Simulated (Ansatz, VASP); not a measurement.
One calculation of Ga, two programs

```
CELL_PARAMETERS angstrom
-1.40868 1.40868 2.22900
1.40868 -1.40868 2.22900
1.40868 1.40868 -2.22900
ATOMIC_POSITIONS crystal
Ga 0.00000 0.00000 0.00000
```

Alike in both runs: task single point; functional PBEsol; k mesh 17 × 17 × 17; occupations fermi-dirac, width 0.1 eV; no spin polarisation.

|  | VASP | Ansatz |
| --- | --- | --- |
| version | VASP 6.6.1 | Ansatz 0.2.0 |
| potentials or method | VASP PAW PBE potentials, release 64 (Ga_d), cutoff 520 eV | plane waves, PAW |
| valence electrons in the cell | 13 | 13 |

|  | VASP | Ansatz | Ansatz less VASP |
| --- | --- | --- | --- |
| pressure (GPa) | 0.1 | 0.1 | -0.05 |
| traceless stress, the component that is largest in VASP (GPa) | 0.25 | 0.26 | +0.005 |

VASP's potentials were made for PBE, not for PBEsol. Ansatz's warnings: stress scf threshold loose.
